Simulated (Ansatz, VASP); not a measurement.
## Se: VASP beside Ansatz

INCAR

```
PREC = Accurate
ENCUT = 600
EDIFF = 1E-6
ISMEAR = -1
SIGMA = 0.08
LREAL = False
LASPH = True
NELM = 100
ALGO = Normal
ISIF = 3
LWAVE = False
LCHARG = False
GGA = PE
IBRION = 2
NSW = 60
EDIFFG = -0.005
```

KPOINTS

```
regular mesh
0
Gamma
  17 17 17
```

POSCAR

```
Se
1.0
   -1.7380133224      1.7380133224      1.7380133224
    1.7380133224     -1.7380133224      1.7380133224
    1.7380133224      1.7380133224     -1.7380133224
Se
1
Direct
    0.0000000000      0.0000000000      0.0000000000
```

Input for Ansatz:

```yaml
crystal:
  lattice:
    - [-1.7380133224, 1.7380133224, 1.7380133224]
    - [1.7380133224, -1.7380133224, 1.7380133224]
    - [1.7380133224, 1.7380133224, -1.7380133224]
  atoms:
    - { symbol: Se, position: [0.0, 0.0, 0.0] }
kpoints:
  mp_grid: { grid: [17, 17, 17] }
scf:
  occupations: { method: fermi_dirac, width: 0.08 }
hamiltonian:
  xc: pbe
  pseudopotentials: { kind: paw }
output:
  forces: true
  stress: true
relax:
  f_tol: 0.005
  max_steps: 40
  cell: {}
```

Alike in both runs: task relaxation of cell and atoms; functional PBE; k mesh 17 × 17 × 17; occupations fermi-dirac, width 0.08 eV; no spin polarisation.

|  | VASP | Ansatz |
| --- | --- | --- |
| version | VASP 6.6.1 | Ansatz 0.2.0 |
| potentials or method | VASP PAW PBE potentials, release 64 (Se) | PAW with Ansatz's default frozen-core files, scalar-relativistic |
| plane-wave cutoff (eV) | 600 | 420 |
| valence electrons in the cell | 6 | 16 |

|  | VASP | Ansatz | Ansatz less VASP |
| --- | --- | --- | --- |
| relaxed volume (Å³/atom) | 20.37 | 20.38 | +0.010 |
| relaxed cell length with the largest relative difference (Å) | 2.980 | 2.980 | +0.0005 |

VASP's potentials hold 6 valence electrons a cell and Ansatz's 16, so a difference there can come from the potentials and not from the codes.
